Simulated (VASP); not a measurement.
# V (P6_3/mmc) in VASP: further runs, part 2 of 2

VASP 6.6.1.

**3. Single point, r2SCAN, collinear spin, ferromagnetic start**

This run uses another cell than the first one, of 13.63 Å³/atom.

Input file POSCAR:

```
V
1.0
    2.5988217757      0.0000000000      0.0000000000
   -1.2994108878      2.2506456776      0.0000000000
    0.0000000000      0.0000000000      4.6617469748
V
2
Direct
    0.3333333333      0.6666666667      0.2500000000
    0.6666666667      0.3333333333      0.7500000000
```

Input file INCAR.step1:

```
PREC     = Accurate       # precision mode
ENCUT    = 520            # plane-wave cutoff, eV
ISMEAR   = -1             # smearing method
SIGMA    = 0.05           # smearing width, eV
LREAL    = False          # projectors in reciprocal space
LASPH    = True           # aspherical terms in the spheres
NELM     = 150            # most SCF steps
ISPIN    = 2              # spin polarisation
MAGMOM   = 1 1            # initial moments
LMAXMIX  = 4              # l up to which the mixer works
NBANDS   = 24             # bands
GGA      = PE             # functional
ALGO     = Normal         # electronic algorithm
EDIFF    = 1E-4           # SCF threshold, eV
LWAVE    = True           # write WAVECAR
LCHARG   = False          # write CHGCAR
```

Input file INCAR.step2:

```
PREC     = Accurate       # precision mode
ENCUT    = 520            # plane-wave cutoff, eV
EDIFF    = 1E-6           # SCF threshold, eV
ISMEAR   = -1             # smearing method
SIGMA    = 0.05           # smearing width, eV
LREAL    = False          # projectors in reciprocal space
LASPH    = True           # aspherical terms in the spheres
NELM     = 150            # most SCF steps
ALGO     = Normal         # electronic algorithm
ISIF     = 2              # what is computed and relaxed
LWAVE    = False          # write WAVECAR
LCHARG   = False          # write CHGCAR
ISPIN    = 2              # spin polarisation
MAGMOM   = 1 1            # initial moments
LORBIT   = 11             # projections on sites
LMAXMIX  = 4              # l up to which the mixer works
METAGGA  = R2SCAN         # meta-GGA
LMIXTAU  = True         
NBANDS   = 24             # bands
ISTART   = 1
```

Input file KPOINTS:

```
Automatic mesh
0
Gamma
  13 13 7
```

Potentials or basis: VASP PAW PBE potentials, release 64 (V_sv).

Started as:

```bash
$ cat potpaw_PBE.64/V_sv/POTCAR > POTCAR
$ cp INCAR.step1 INCAR
$ mpirun -np 1 vasp_std > vasp.out
$ cp INCAR.step2 INCAR
$ mpirun -np 1 vasp_std > vasp.out
```

OUTCAR:

```text
PREC = Accurate
   ENCUT = 520
   EDIFF = 1E-6
   ISMEAR = -1
   LREAL = False
   LASPH = True
   NELM = 150
   ISIF = 2
   ISPIN = 2
   LORBIT = 11
   METAGGA = R2SCAN
   ISTART = 1

 ion  position               nearest neighbor table
   1  0.333  0.667  0.250-   2 2.77   2 2.77   2 2.77   2 2.77   2 2.77   2 2.77
   2  0.667  0.333  0.750-   1 2.77   1 2.77   1 2.77   1 2.77   1 2.77   1 2.77

  LATTYP: Found a hexagonal cell.
 ALAT       =     2.5988217757
 C/A-ratio  =     1.7937924864

  Lattice vectors:

 A1 = (   2.5988217757,   0.0000000000,   0.0000000000)
 A2 = (  -1.2994108878,   2.2506456776,   0.0000000000)
 A3 = (   0.0000000000,   0.0000000000,   4.6617469748)

Analysis of symmetry for initial positions (statically):
=====================================================================
 Subroutine PRICEL returns:
 Original cell was already a primitive cell.

 Routine SETGRP: Setting up the symmetry group for a
 hexagonal supercell.

[... 848 lines left out ...]
      3     -29.7162      1.00000
      4     -28.9928      1.00000
      5     -28.9046      1.00000
      6     -28.9046      1.00000
[... 637 lines left out ...]
     23      29.0075      0.00000
     24      30.1770      0.00000

 [... further k-points ...]

------------------------ aborting loop because EDIFF is reached ----------------------------------------

  FORCE on cell =-STRESS in cart. coord.  units (eV):
  Direction    XX          YY          ZZ          XY          YZ          ZX
  --------------------------------------------------------------------------------------
  -------------------------------------------------------------------------------------
  Total        0.1092888      0.1092888      0.1097926      0.0000000      0.0000000      0.0000000
  in kB        6.4217572      6.4217572      6.4513629      0.0000000      0.0000000      0.0000000
  external PRESSURE =       6.4316258 kB  Pullay stress =       0.0000000 kB

 VOLUME and BASIS-vectors are now :
 -----------------------------------------------------------------------------
  energy-cutoff  :      520.00
  volume of cell :       27.27
      direct lattice vectors                 reciprocal lattice vectors
     2.598821776  0.000000000  0.000000000     0.384789757  0.222158470  0.000000000
    -1.299410888  2.250645678  0.000000000     0.000000000  0.444316940  0.000000000
     0.000000000  0.000000000  4.661746975     0.000000000  0.000000000  0.214511857

 POSITION                                       TOTAL-FORCE (eV/Angst)
 -----------------------------------------------------------------------------------
     -0.00000      1.50043      1.16544        -0.000000     -0.000000      0.000000
      1.29941      0.75022      3.49631         0.000000      0.000000      0.000000
 -----------------------------------------------------------------------------------
    total drift:                               -0.000000      0.000000     -0.000000

  FREE ENERGIE OF THE ION-ELECTRON SYSTEM (eV)
  ---------------------------------------------------
  free  energy   TOTEN  =       -27.7380585995 eV

  energy  without entropy=      -27.7132468099  energy(sigma->0) =      -27.72565270

 total charge

# of ion       s       p       d       tot
------------------------------------------
    1        2.345   6.228   3.052  11.625
    2        2.345   6.228   3.052  11.625
--------------------------------------------------
tot          4.689  12.457   6.103  23.250

 magnetization (x)

# of ion       s       p       d       tot
------------------------------------------
    1        0.000   0.000   0.000   0.000
    2        0.000   0.000   0.000   0.000
--------------------------------------------------
tot          0.000   0.000   0.000   0.000
```

OUTCAR.step1:

```text
PREC = Accurate
   ENCUT = 520
   ISMEAR = -1
   LREAL = False
   LASPH = True
[... 1542 lines left out ...]
     -0.00000      1.50043      1.16544        -0.000000      0.000000      0.000000
      1.29941      0.75022      3.49631         0.000000     -0.000000      0.000000
 -----------------------------------------------------------------------------------
    total drift:                               -0.000000      0.000000     -0.000000

  FREE ENERGIE OF THE ION-ELECTRON SYSTEM (eV)
  ---------------------------------------------------
  free  energy   TOTEN  =       -17.4906579174 eV

  energy  without entropy=      -17.4634911789  energy(sigma->0) =      -17.47707455
```

OSZICAR.step1:

```text
N       E                     dE             d eps       ncg     rms          rms(c)
DAV:   1     0.314322006774E+03    0.31432E+03   -0.15770E+04  8096   0.128E+03
DAV:   2    -0.112553854268E+02   -0.32558E+03   -0.31617E+03  8168   0.421E+02
DAV:   3    -0.197252326605E+02   -0.84698E+01   -0.84370E+01  9488   0.804E+01
DAV:   4    -0.197810678954E+02   -0.55835E-01   -0.55832E-01  8904   0.695E+00
DAV:   5    -0.197818495165E+02   -0.78162E-03   -0.78162E-03  9456   0.755E-01    0.254E+01
DAV:   6    -0.174569677269E+02    0.23249E+01   -0.59790E+00  8792   0.274E+01    0.306E+00
DAV:   7    -0.174863409427E+02   -0.29373E-01   -0.16628E-01  9280   0.351E+00    0.244E+00
DAV:   8    -0.174896239174E+02   -0.32830E-02   -0.67721E-03  8672   0.766E-01    0.117E+00
DAV:   9    -0.174896399660E+02   -0.16049E-04   -0.58330E-03  9120   0.638E-01    0.327E-01
DAV:  10    -0.174906120292E+02   -0.97206E-03   -0.19498E-03  8952   0.341E-01    0.614E-02
DAV:  11    -0.174906579174E+02   -0.45888E-04   -0.66401E-05  5384   0.856E-02
   1 F= -.17490658E+02 E0= -.17477075E+02  d E =-.271667E-01  mag=     0.0033
```

Run time: 3.7 min. Hardware: 1 thread of AMD EPYC 9R45 (Zen 5), shared host; peak memory 0.18 GiB.

What came out:

- Free energy: -27.7381 eV
- Pressure: 0.6 GPa
- Band gap on the k mesh: zero (filled and empty bands overlap)
- Net moment: 0.00 μB per cell
- Valence electrons inside the program's atomic spheres: V 11.62

Levels at points of the mesh, in eV from the Fermi level:
Spin up:
| k point | band 10 | band 11 | band 12 | band 13 | band 14 | band 15 | band 16 | band 17 |
| --- | --- | --- | --- | --- | --- | --- | --- | --- |
| (0.00, 0.00, 0.00) | -3.73 | -0.59 | -0.37 | 0.37 | 0.37 | 0.73 | 0.73 | 2.05 |
Spin down:
```tsv
k point	band 11	band 12	band 13	band 14	band 15	band 16
(0.00, 0.00, 0.00)	-0.59	-0.37	0.37	0.37	0.73	0.73
```

Caveat: the moments typed at the start vanished in this run; the PAW data sets were made with another functional, which shifts forces and pressure a little.

**4. Single point, r2SCAN, collinear spin, ferromagnetic start (15.27 Å³/atom)**

This run uses another cell than the first one, of 15.27 Å³/atom.

Input file POSCAR:

```
V
1.0
    2.6988733484      0.0000000000      0.0000000000
   -1.3494366742      2.3372928813      0.0000000000
    0.0000000000      0.0000000000      4.8412187342
V
2
Direct
    0.3333333333      0.6666666667      0.2500000000
    0.6666666667      0.3333333333      0.7500000000
```

Input file INCAR.step1:

```
SYSTEM = V
  ALGO = Normal
  EDIFF = 1E-4
  ENCUT = 520
  GGA = PE
  ISMEAR = -1
  ISPIN = 2
  LASPH = .TRUE.
  LCHARG = .FALSE.
  LMAXMIX = 4
  LREAL = .FALSE.
  LWAVE = .TRUE.
  MAGMOM = 1 1
  NBANDS = 24
  NELM = 150
  PREC = Accurate
  SIGMA = 0.05
```

Input file INCAR.step2:

```
SYSTEM = V
  ALGO = Normal
  EDIFF = 1E-6
  ENCUT = 520
  ISIF = 2
  ISMEAR = -1
  ISPIN = 2
  ISTART = 1
  LASPH = .TRUE.
  LCHARG = .FALSE.
  LMAXMIX = 4
  LMIXTAU = .TRUE.
  LORBIT = 11
  LREAL = .FALSE.
  LWAVE = .FALSE.
  MAGMOM = 1 1
  METAGGA = R2SCAN
  NBANDS = 24
  NELM = 150
  PREC = Accurate
  SIGMA = 0.05
```

Input file KPOINTS:

```
k-points
0
G
  16 16 8
  0 0 0
```

Potentials or basis: VASP PAW PBE potentials, release 64 (V_sv).

Started as:

```bash
$ cat potpaw_PBE.64/V_sv/POTCAR > POTCAR
$ cp INCAR.step1 INCAR
$ mpirun -np 1 vasp_std > vasp.out
$ cp INCAR.step2 INCAR
$ mpirun -np 1 vasp_std > vasp.out
```

OUTCAR:

```text
SYSTEM = V
   EDIFF = 1E-6
   ENCUT = 520
   ISIF = 2
   ISMEAR = -1
   ISPIN = 2
   ISTART = 1
   LASPH = .TRUE.
   LORBIT = 11
   LREAL = .FALSE.
   METAGGA = R2SCAN
   NELM = 150
   PREC = Accurate

 ion  position               nearest neighbor table
   1  0.333  0.667  0.250-   2 2.88   2 2.88   2 2.88   2 2.88   2 2.88   2 2.88
   2  0.667  0.333  0.750-   1 2.88   1 2.88   1 2.88   1 2.88   1 2.88   1 2.88

  LATTYP: Found a hexagonal cell.
 ALAT       =     2.6988733484
 C/A-ratio  =     1.7937924864

  Lattice vectors:

 A1 = (   2.6988733484,   0.0000000000,   0.0000000000)
 A2 = (  -1.3494366742,   2.3372928813,   0.0000000000)
 A3 = (   0.0000000000,   0.0000000000,   4.8412187342)

Analysis of symmetry for initial positions (statically):
=====================================================================
 Subroutine PRICEL returns:
 Original cell was already a primitive cell.

 Routine SETGRP: Setting up the symmetry group for a
 hexagonal supercell.

 Subroutine GETGRP returns: Found 24 space group operations
[... 852 lines left out ...]
      6     -30.5461      1.00000
[... 637 lines left out ...]
     23      20.4388      0.00000
     24      23.6543      0.00000

 [... further k-points ...]

------------------------ aborting loop because EDIFF is reached ----------------------------------------

  FORCE on cell =-STRESS in cart. coord.  units (eV):
  Direction    XX          YY          ZZ          XY          YZ          ZX
  --------------------------------------------------------------------------------------
  -------------------------------------------------------------------------------------
  Total       -3.1374125     -3.1374125     -3.0478497     -0.0000000      0.0000000     -0.0000000
  in kB     -164.6007690   -164.6007690   -159.9019577     -0.0000000      0.0000000     -0.0000000
  external PRESSURE =    -163.0344986 kB  Pullay stress =       0.0000000 kB

 VOLUME and BASIS-vectors are now :
 -----------------------------------------------------------------------------
  energy-cutoff  :      520.00
  volume of cell :       30.54
      direct lattice vectors                 reciprocal lattice vectors
     2.698873348  0.000000000  0.000000000     0.370524982  0.213922698  0.000000000
    -1.349436674  2.337292881  0.000000000     0.000000000  0.427845397  0.000000000
     0.000000000  0.000000000  4.841218734     0.000000000  0.000000000  0.206559558

 POSITION                                       TOTAL-FORCE (eV/Angst)
 -----------------------------------------------------------------------------------
     -0.00000      1.55820      1.21030        -0.000000      0.000000      0.000000
      1.34944      0.77910      3.63091         0.000000     -0.000000      0.000000
 -----------------------------------------------------------------------------------
    total drift:                               -0.000000      0.000000     -0.000000

  FREE ENERGIE OF THE ION-ELECTRON SYSTEM (eV)
  ---------------------------------------------------
  free  energy   TOTEN  =       -27.5612471181 eV

  energy  without entropy=      -27.5286638392  energy(sigma->0) =      -27.54495548

 total charge

# of ion       s       p       d       tot
------------------------------------------
    1        2.312   6.193   2.942  11.447
    2        2.312   6.193   2.942  11.447
--------------------------------------------------
tot          4.625  12.386   5.884  22.894

 magnetization (x)

# of ion       s       p       d       tot
------------------------------------------
    1        0.000   0.000   0.000   0.000
    2        0.000   0.000   0.000   0.000
--------------------------------------------------
tot          0.000   0.000   0.000   0.000
```

Run time: 8 min. Hardware: 1 thread of AMD EPYC 9R45 (Zen 5), shared host; peak memory 0.24 GiB.

What came out:

* Free energy: -27.5612 eV
* Pressure: -16.3 GPa
* Band gap on the k mesh: zero (filled and empty bands overlap)
* Net moment: 0.00 μB per cell
* Valence electrons inside the program's atomic spheres: V 11.45

Levels at points of the mesh, in eV from the Fermi level:
Spin up:
| k point | band 11 | band 12 | band 13 | band 14 | band 15 | band 16 |
| --- | --- | --- | --- | --- | --- | --- |
| (0.00, 0.00, 0.00) | -0.52 | -0.51 | 0.35 | 0.35 | 0.65 | 0.65 |
| (0.50, 0.00, 0.00) | -2.41 | -0.52 | -0.19 | 0.23 | 0.71 | 2.87 |
| (0.00, 0.00, 0.50) | -1.00 | -1.00 | 0.39 | 0.39 | 0.39 | 0.39 |
| (0.50, 0.00, 0.50) | -1.62 | -1.62 | 1.28 | 1.28 | 1.66 | 1.66 |
Spin down:
| k point | band 9 | band 10 | band 11 | band 12 | band 13 | band 14 | band 15 | band 16 | band 17 | band 18 |
| --- | --- | --- | --- | --- | --- | --- | --- | --- | --- | --- |
| (0.00, 0.00, 0.00) | -7.10 | -3.45 | -0.52 | -0.51 | 0.35 | 0.35 | 0.65 | 0.65 | 1.81 | 1.81 |
| (0.50, 0.00, 0.00) | -2.81 | -2.75 | -2.41 | -0.52 | -0.19 | 0.23 | 0.71 | 2.87 | 3.18 | 3.28 |
| (0.00, 0.00, 0.50) | -5.35 | -5.35 | -1.00 | -1.00 | 0.39 | 0.39 | 0.39 | 0.39 | 2.42 | 2.42 |
| (0.50, 0.00, 0.50) | -3.06 | -3.06 | -1.62 | -1.62 | 1.28 | 1.28 | 1.66 | 1.66 | 3.24 | 3.24 |

Caveat: the cell stands under tension; the moments typed at the start vanished in this run; the PAW data sets were made with another functional, which shifts forces and pressure a little.

**5. Overview**

```tsv
spin	cell	k mesh	smearing	gap on the mesh (eV)	pressure (GPa)	moment (μB)
off	a = 2.701, b = 2.701, c = 4.843 Å, angles 90.0, 90.0, 120.0°, 2 atoms	16 × 16 × 8	fermi-dirac 0.1 eV	none	-16.2	-
collinear, ferromagnetic start	a = 2.599, b = 2.599, c = 4.662 Å, angles 90.0, 90.0, 120.0°, 2 atoms	13 × 13 × 7	fermi-dirac 0.05 eV	none	0.6	0.00
collinear, ferromagnetic start	a = 2.699, b = 2.699, c = 4.841 Å, angles 90.0, 90.0, 120.0°, 2 atoms	16 × 16 × 8	fermi-dirac 0.05 eV	none	-16.3	0.00
```

Alike in all rows: task single point; level r2SCAN; potentials or basis VASP PAW PBE potentials, release 64 (V_sv); cutoff (eV) 520.

Caveats: the PAW data sets were made with another functional, which shifts forces and pressure a little; the cell stands under tension (at least some runs); the moments typed at the start vanished in this run (at least some runs).

Absolute energies hang on the potentials; compare differences alone.
